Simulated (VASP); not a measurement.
Runs of VASP 6.6.1 on SnSe. The structure is that of space group Pm-3m (No. 221), or close to it. The cells are those of the table. 

```csv
cell,k mesh,gap on the mesh (eV),pressure (GPa)
"a = 3.680 Å, 2 atoms",6 × 6 × 6,none,(b)
"a = 3.642 Å, 2 atoms",12 × 12 × 12,none,(a)
"a = 3.605 Å, 2 atoms",12 × 12 × 12,none,3.5
"a = 3.182 Å, 2 atoms",6 × 6 × 6,none,58.9
"a = 3.680 Å, 2 atoms",12 × 12 × 12,none,0.0
```

Alike in all rows: task single point; level PBE; potentials or basis VASP PAW PBE potentials, release 64 (Sn_d, Se); no spin polarisation; cutoff (eV) 520; smearing gaussian 0.1 eV.

Q: Fill in the values left out.

A: (a) 1.6; (b) 0.1.

Caveats: spin-orbit coupling is left out, which moves the levels of the heavy elements.

A k mesh can miss the band edges, and the runs leave out spin-orbit coupling on Se, Sn.

A gap of «none» marks levels without a gap at the run's occupations.
